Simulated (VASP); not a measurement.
A run of VASP 6.6.1 is set up as follows.

Contents of INCAR:

```
PREC = Accurate ; ENCUT = 520
EDIFF = 1E-6 ; ISMEAR = 0
SIGMA = 0.1 ; LREAL = F
LASPH = T ; NELM = 60
ALGO = Fast ; ISIF = 2
LWAVE = F ; LCHARG = F
GGA = PS ; NBANDS = 18
```

Contents of KPOINTS:

```
regular mesh
0
Gamma
  4 4 4
```

The input POSCAR:

```
TiAl3
1.0
    3.9479981013      0.0000000000      0.0000000000
    0.0000000000      3.9479981013      0.0000000000
    0.0000000000      0.0000000000      3.9479981013
Ti Al
1 3
Direct
    0.0000000000      0.0000000000      0.0000000000
    0.5000000000      0.5000000000      0.0000000000
    0.5000000000      0.0000000000      0.5000000000
    0.0000000000      0.5000000000      0.5000000000
```

Potentials or basis: VASP PAW PBE potentials, release 64 (Ti_sv, Al).

Command:

```sh
$ cat potpaw_PBE.64/Ti_sv/POTCAR potpaw_PBE.64/Al/POTCAR > POTCAR
$ mpirun -np 1 vasp_std > vasp.out
```

Problem. Predict the pressure.

Solution. 0.2 GPa.

Caveat: the k points lie up to 0.40 Å⁻¹ apart; the PAW data sets were made with another functional, which shifts forces and pressure a little.
